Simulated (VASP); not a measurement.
Runs of VASP 6.6.1 on ScTa2N3. The structure is that of space group P-3m1 (No. 164), or close to it. The cells are those of the table. 

```csv
task,cell,k mesh,cutoff (eV),gap on the mesh (eV),pressure (GPa),relaxed volume (Å³/atom),largest force (eV/Å)
relaxation of cell and atoms,"relaxed from a = 4.023, b = 4.023, c = 6.400 Å, angles 90.0, 90.0, 120.0°, 6 atoms",6 × 6 × 4,600,none,-0.2,10.95,0.02
single point,"a = 4.023, b = 4.023, c = 6.400 Å, angles 90.0, 90.0, 120.0°, 6 atoms",6 × 6 × 4,520,none,-22.9,-,(b)
single point,"a = 3.137, b = 3.137, c = 7.686 Å, angles 90.0, 90.0, 120.0°, 6 atoms",6 × 6 × 4,520,none,0.7,-,0.03
relaxation of cell and atoms,"relaxed from a = 3.137, b = 3.137, c = 7.686 Å, angles 90.0, 90.0, 120.0°, 6 atoms",12 × 12 × 6,600,none,0.0,10.93,0.01
single point,"a = 3.129, b = 3.129, c = 7.714 Å, angles 90.0, 90.0, 120.0°, 6 atoms",12 × 12 × 6,520,none,(a),-,0.02
```

Alike in all rows: level PBE; potentials or basis VASP PAW PBE potentials, release 64 (Sc_sv, Ta_pv, N); no spin polarisation; smearing gaussian 0.1 eV.

Problem. Fill in the values left out.

Solution. (a) 0.8; (b) 6.74.

Caveats: some runs use coarse meshes; spin-orbit coupling is left out, which moves the levels of the heavy elements; the volume moved by over 15 % at a fixed basis, so the end points are rough (some runs); forces of over 1 eV/Å act on the atoms, so gaps and moduli don't describe the material at rest (some runs).

A k mesh can miss the band edges, and the runs leave out spin-orbit coupling on Ta.

A gap of «none» marks levels without a gap at the run's occupations.
